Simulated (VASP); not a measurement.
# Hf (Im-3m) in VASP: notebook, part 2 of 2

VASP 6.6.1. The steps go on from the part before.

## (4) Single point, BLYP

This run uses another cell than the first one, of 22.90 Å³/atom, 0.893 times its volume.

File INCAR:

```
SYSTEM = Hf
PREC = Accurate ; ENCUT = 520
EDIFF = 1E-6 ; ISMEAR = -1
SIGMA = 0.1 ; LREAL = .False.
LASPH = .True. ; NELM = 80
ALGO = Normal ; ISIF = 2
LWAVE = .False. ; LCHARG = .False.
GGA = B5 ; ALDAX = 1.0
AGGAX = 1.0 ; AGGAC = 1.0
ALDAC = 0.0 ; NBANDS = 11
```

File KPOINTS:

```
Automatic mesh
0
Gamma
  20 20 20
  0 0 0
```

File POSCAR:

```
Hf
1.0
   -1.7889954254      1.7889954254      1.7889954254
    1.7889954254     -1.7889954254      1.7889954254
    1.7889954254      1.7889954254     -1.7889954254
Hf
1
Direct
    0.0000000000      0.0000000000      0.0000000000
```

Potentials or basis: VASP PAW PBE potentials, release 64 (Hf_pv).

The run is started by

```bash
> cat potpaw_PBE.64/Hf_pv/POTCAR > POTCAR
> mpirun -np 1 vasp_std > vasp.out
```

OUTCAR:

```text
SYSTEM = Hf
   PREC = Accurate
   ENCUT = 520
   EDIFF = 1E-6
   ISMEAR = -1
   LREAL = .False.
   LASPH = .True.
   NELM = 80
   ISIF = 2
   GGA = B5

 ion  position               nearest neighbor table
   1  0.000  0.000  0.000-

  LATTYP: Found a body centered cubic cell.
 ALAT       =     3.5779908508

  Lattice vectors:

 A1 = (  -1.7889954254,   1.7889954254,   1.7889954254)
 A2 = (   1.7889954254,  -1.7889954254,   1.7889954254)
[... 514 lines left out ...]
     11      17.5128      0.00000

 [... further k-points ...]

------------------------ aborting loop because EDIFF is reached ----------------------------------------

  FORCE on cell =-STRESS in cart. coord.  units (eV):
  Direction    XX          YY          ZZ          XY          YZ          ZX
  --------------------------------------------------------------------------------------
  -------------------------------------------------------------------------------------
  Total        0.0193373      0.0193373      0.0193373      0.0000000      0.0000000      0.0000000
  in kB        1.3527535      1.3527535      1.3527535      0.0000000      0.0000000      0.0000000
  external PRESSURE =       1.3527535 kB  Pullay stress =       0.0000000 kB

 VOLUME and BASIS-vectors are now :
 -----------------------------------------------------------------------------
  energy-cutoff  :      520.00
  volume of cell :       22.90
      direct lattice vectors                 reciprocal lattice vectors
    -1.788995425  1.788995425  1.788995425     0.000000000  0.279486461  0.279486461
     1.788995425 -1.788995425  1.788995425     0.279486461  0.000000000  0.279486461
     1.788995425  1.788995425 -1.788995425     0.279486461  0.279486461  0.000000000

 POSITION                                       TOTAL-FORCE (eV/Angst)
 -----------------------------------------------------------------------------------
      0.00000      0.00000      0.00000         0.000000      0.000000      0.000000
 -----------------------------------------------------------------------------------
    total drift:                               -0.000000      0.000000      0.000000

  FREE ENERGIE OF THE ION-ELECTRON SYSTEM (eV)
  ---------------------------------------------------
  free  energy   TOTEN  =        -8.4787702343 eV

  energy  without entropy=       -8.4130024285  energy(sigma->0) =       -8.44588633
```

OSZICAR:

```text
N       E                     dE             d eps       ncg     rms          rms(c)
DAV:   1     0.143640352282E+02    0.14364E+02   -0.56438E+03  5664   0.834E+02
DAV:   2    -0.833241299643E+01   -0.22696E+02   -0.21975E+02  7032   0.156E+02
DAV:   3    -0.879585932702E+01   -0.46345E+00   -0.45793E+00  7131   0.152E+01
DAV:   4    -0.879779938398E+01   -0.19401E-02   -0.19396E-02  6408   0.117E+00
DAV:   5    -0.879781173749E+01   -0.12354E-04   -0.12353E-04  7109   0.814E-02    0.412E+01
DAV:   6    -0.855428289351E+01    0.24353E+00   -0.21670E-01  6259   0.346E+00    0.239E+01
DAV:   7    -0.848193143060E+01    0.72351E-01   -0.28811E-01  6367   0.390E+00    0.119E+00
DAV:   8    -0.847871205424E+01    0.32194E-02   -0.20074E-02  6196   0.997E-01    0.529E-02
DAV:   9    -0.847875503534E+01   -0.42981E-04   -0.30697E-04  7162   0.144E-01    0.428E-02
DAV:  10    -0.847877020302E+01   -0.15168E-04   -0.37233E-05  6295   0.514E-02    0.248E-02
DAV:  11    -0.847877023432E+01   -0.31301E-07   -0.25409E-06  6776   0.117E-02
   1 F= -.84787702E+01 E0= -.84458863E+01  d E =-.657678E-01
```

stdout:

```text
POSCAR found type information on POSCAR Hf
 POSCAR found :  1 types and       1 ions
 scaLAPACK will be used
 -----------------------------------------------------------------------------
|                                                                             |
|                                                                             |
|     You enforced a specific xc type in the INCAR file but a different       |
|     I HOPE YOU KNOW WHAT YOU ARE DOING!                                     |
|                                                                             |
 -----------------------------------------------------------------------------

 LDA part: xc-table for (Slater(with rela. corr.)+VWN5), standard interpolation
 POSCAR, INCAR and KPOINTS ok, starting setup
 FFT: planning ... GRIDC
 FFT: planning ... GRID_SOFT
 FFT: planning ... GRID
 WAVECAR not read
 entering main loop
```

Run time: 56 s. Hardware: 1 thread of Intel Xeon 8259CL, shared host; peak memory 0.19 GiB.

What came out:

| Item | Value |
| --- | --- |
| Free energy | -8.4788 eV |
| Pressure | 0.1 GPa |
| Band gap on the k mesh | zero (band 5 reaches 6.34 eV, above the bottom of band 6 at 4.22 eV) |

Levels at points of the mesh, in eV from the Fermi level:
| k point | band 2 | band 3 | band 4 | band 5 | band 6 | band 7 | band 8 | band 9 |
| --- | --- | --- | --- | --- | --- | --- | --- | --- |
| (0.00, 0.00, 0.00) | -29.84 | -29.84 | -6.83 | 1.39 | 1.39 | 1.39 | 4.09 | 4.09 |
| (0.50, 0.00, 0.00) | -30.09 | -29.84 | -3.28 | -0.53 | 1.19 | 3.90 | 4.84 | 7.21 |
| (0.50, 0.50, 0.50) | -30.38 | -30.38 | -2.48 | -2.48 | 6.42 | 6.42 | 6.42 | 7.21 |

Caveat: the PAW data sets were made with another functional, which shifts forces and pressure a little; spin-orbit coupling is left out, which moves the levels of the heavy elements.

## (5) Overview

```tsv
task	cell	k mesh	cutoff (eV)	gap on the mesh (eV)	pressure (GPa)
single point	a = 3.218 Å, angles 109.5°, 1 atom	14 × 14 × 14	520	none	-8.8
relaxation of cell and atoms	relaxed from a = 3.075 Å, angles 109.5°, 1 atom	12 × 12 × 12	600	none	0.0
single point	a = 3.099 Å, angles 109.5°, 1 atom	20 × 20 × 20	520	none	0.1
```

Alike in all rows: level BLYP; potentials or basis VASP PAW PBE potentials, release 64 (Hf_pv); no spin polarisation; smearing fermi-dirac 0.1 eV.

Caveats: the PAW data sets were made with another functional, which shifts forces and pressure a little; spin-orbit coupling is left out, which moves the levels of the heavy elements.

Absolute energies hang on the potentials; compare differences alone.
